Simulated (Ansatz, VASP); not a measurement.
Rh: VASP beside Ansatz

Contents of INCAR:

```
PREC = Accurate ; ENCUT = 520
EDIFF = 1E-6 ; ISMEAR = -1
SIGMA = 0.08 ; LREAL = False
LASPH = True ; NELM = 100
ALGO = Normal ; ISIF = 2
LWAVE = False ; LCHARG = False
GGA = CA ; NBANDS = 14
```

File KPOINTS:

```
regular mesh
0
Gamma
  17 17 17
```

POSCAR

```
Rh
1.0
    2.3020508712      0.0000000000      0.0000000000
    0.0000000000      2.3020508712      0.0000000000
    0.0000000000      0.0000000000      2.3020508712
Rh
1
Direct
    0.0000000000      0.0000000000      0.0000000000
```

Input for Ansatz:

```yaml
crystal:
  lattice:
    - [2.3020508712, 0.0, 0.0]
    - [0.0, 2.3020508712, 0.0]
    - [0.0, 0.0, 2.3020508712]
  atoms:
    - { symbol: Rh, position: [0.0, 0.0, 0.0] }
kpoints:
  mp_grid: { grid: [17, 17, 17] }
  band_path:
    path:
      - [0.0, 0.0, 0.0]
      - [0.0, 0.5, 0.0]
      - [0.5, 0.5, 0.0]
      - [0.0, 0.0, 0.0]
      - [0.5, 0.5, 0.5]
      - [0.0, 0.5, 0.0]
      - [0.5, 0.5, 0.5]
      - [0.5, 0.5, 0.0]
    npoints: 8
scf:
  occupations: { method: fermi_dirac, width: 0.08 }
hamiltonian:
  xc: lda
  pseudopotentials: { kind: paw }
output:
  forces: true
  stress: true
  eigenvalues: true
  populations: true
  dos: { projected: true, de: 0.2, e_range: [-14, 8] }
```

Change from the starting cell: volume scaled by 0.8, PAW files.

Alike in both runs: task single point; functional LDA; k mesh 17 × 17 × 17; occupations fermi-dirac, width 0.08 eV; no spin polarisation.

|  | VASP | Ansatz |
| --- | --- | --- |
| version | VASP 6.6.1 | Ansatz 0.2.0 |
| potentials or method | VASP PAW LDA potentials, release 64 (Rh_pv) | PAW with Ansatz's default frozen-core files, scalar-relativistic |
| plane-wave cutoff (eV) | 520 | 420 |
| valence electrons in the cell | 15 | 17 |

Ansatz gave:

- pressure (GPa): 88.7

Question: What did VASP give for the same quantities?

Answer: Pressure (GPa): 90.8.

LDA's correlation is that of Perdew and Zunger in VASP and of Perdew and Wang (1992) in Ansatz. Both programs put the cell under a high pressure, so it lies far from rest at this level. VASP's potentials hold 15 valence electrons a cell and Ansatz's 17, so a difference there can come from the potentials and not from the codes.

Noted on VASP's run: the cell as given lies far from equilibrium.
